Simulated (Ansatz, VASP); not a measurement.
**TiSi2: VASP beside Ansatz**

```
Ti Si
1.0
    -1.41424    1.63903    4.02410
     1.41424   -1.63903    4.02410
     1.41424    1.63903   -4.02410
Ti Si
1 2
Direct
  0.00000 0.00000 0.00000
  0.32489 0.32489 0.00000
  0.67511 0.67511 0.00000
```

Alike in both runs: task single point; functional LDA; k mesh 18 × 18 × 18; occupations gaussian, width 0.15 eV; no spin polarisation.

```csv
,VASP,Ansatz
version,VASP 6.6.1,Ansatz 0.2.0
potentials or method,"VASP PAW LDA potentials, release 64 (Ti_sv, Si), cutoff 520 eV","scalar-relativistic, plane waves, PAW"
valence electrons in the cell,20,20
```

```tsv
	VASP	Ansatz	Ansatz less VASP
gap on the k mesh at the Fermi level (eV)	none	none	-
pressure (GPa)	15.7	15.5	-0.22
traceless stress, the component that is largest in VASP (GPa)	1.99	1.96	-0.034
rms of the force components (eV/Å)	0.270	0.271	+0.0007
```

Ansatz warns that its potentials were made for another functional, while VASP's fit it. LDA's correlation is that of Perdew and Zunger in VASP and of Perdew and Wang (1992) in Ansatz. Atom by atom the forces differ by 0.001 eV/Å (rms over components). A gap of «none» marks a metal or a gap that the smearing closes.
